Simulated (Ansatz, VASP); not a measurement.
BN: VASP beside Ansatz

```
B N
1.0
     2.51825    0.00000    0.00000
    -1.25913    2.18087    0.00000
     0.00000    0.00000    4.16531
B N
2 2
Direct
  0.33333 0.66667 0.00020
  0.66667 0.33333 0.50020
  0.33333 0.66667 0.37480
  0.66667 0.33333 0.87480
```

Alike in both runs: task single point; functional r2SCAN; k mesh 9 × 9 × 6; no spin polarisation.

|  | VASP | Ansatz |
| --- | --- | --- |
| version | VASP 6.6.1 | Ansatz 0.2.0 |
| potentials or method | VASP PAW PBE potentials, release 64 (B, N) | plane waves, PAW |
| plane-wave cutoff (eV) | 520 | 500 |
| occupations | gaussian, width 0.01 eV | fixed |
| valence electrons in the cell | 16 | 16 |

|  | VASP | Ansatz | Ansatz less VASP |
| --- | --- | --- | --- |
| gap on the k mesh at the Fermi level (eV) | 5.67 | 5.71 | +0.036 |
| pressure (GPa) | 13.9 | 12.6 | -1.24 |
| traceless stress, the component that is largest in VASP (GPa) | 0.08 | 0.08 | -0.007 |
| rms of the force components (eV/Å) | 0.015 | 0.014 | -0.0018 |

VASP's potentials were made for PBE, not for r2SCAN. Atom by atom the forces differ by 0.002 eV/Å (rms over components).
